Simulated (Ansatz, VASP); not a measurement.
**Two plane-wave programs on Hf**

Contents of POSCAR:

```
Hf
1.0
    0.0000000000      2.3976000000      2.3088000000
    2.3976000000      0.0000000000      2.3088000000
    2.3976000000      2.3976000000      0.0000000000
Hf
1
Direct
    0.0000000000      0.0000000000      0.0000000000
```

File INCAR.step1:

```
  PREC = Accurate
  ENCUT = 520
  ISMEAR = 0
  SIGMA = 0.15
  LREAL = False
  LASPH = True
  NELM = 60
  NBANDS = 11
  GGA = PE
  ALGO = Normal
  EDIFF = 1E-4
  LWAVE = True
  LCHARG = False
```

File INCAR.step2:

```
  PREC = Accurate
  ENCUT = 520
  EDIFF = 1E-6
  ISMEAR = 0
  SIGMA = 0.15
  LREAL = False
  LASPH = True
  NELM = 60
  ALGO = Normal
  ISIF = 2
  LWAVE = False
  LCHARG = False
  METAGGA = R2SCAN
  LMIXTAU = True
  NBANDS = 11
  ISTART = 1
```

File KPOINTS:

```
regular mesh
0
Gamma
  18 18 18
```

Input for Ansatz:

```yaml
crystal:
  lattice:
    - [0.0, 2.3976, 2.3088]
    - [2.3976, 0.0, 2.3088]
    - [2.3976, 2.3976, 0.0]
  atoms:
    - { symbol: Hf, position: [0.0, 0.0, 0.0] }
basis:
  ecutwfc: 500
kpoints:
  mp_grid: { grid: [18, 18, 18] }
hamiltonian:
  xc: r2scan
scf:
  occupations: { method: gaussian, width: 0.15 }
output:
  forces: true
  stress: true
  eigenvalues: true
  write_density: true
  write_potential: true
  elf: true
  volumetric_format: npy
```

Change from the starting cell: strain +0.080 along x and y, +0.040 along z, atoms carried along.

Alike in both runs: task single point; functional r2SCAN; k mesh 18 × 18 × 18; occupations gaussian, width 0.15 eV; no spin polarisation.

|  | VASP | Ansatz |
| --- | --- | --- |
| version | VASP 6.6.1 | Ansatz 0.2.0 |
| potentials or method | VASP PAW PBE potentials, release 64 (Hf_pv), cutoff 520 eV | scalar-relativistic, plane waves, PAW |
| valence electrons in the cell | 10 | 26 |

|  | VASP | Ansatz | Ansatz less VASP |
| --- | --- | --- | --- |
| gap on the k mesh at the Fermi level (eV) | none | none | - |
| pressure (GPa) | -14.0 | -13.4 | +0.58 |
| traceless stress, the component that is largest in VASP (GPa) | 1.20 | 1.20 | +0.004 |

VASP's potentials were made for PBE, not for r2SCAN. A gap of «none» marks a metal or a gap that the smearing closes. VASP's potentials hold 10 valence electrons a cell and Ansatz's 26, so a difference there can come from the potentials and not from the codes.

Spin-orbit coupling is off throughout.
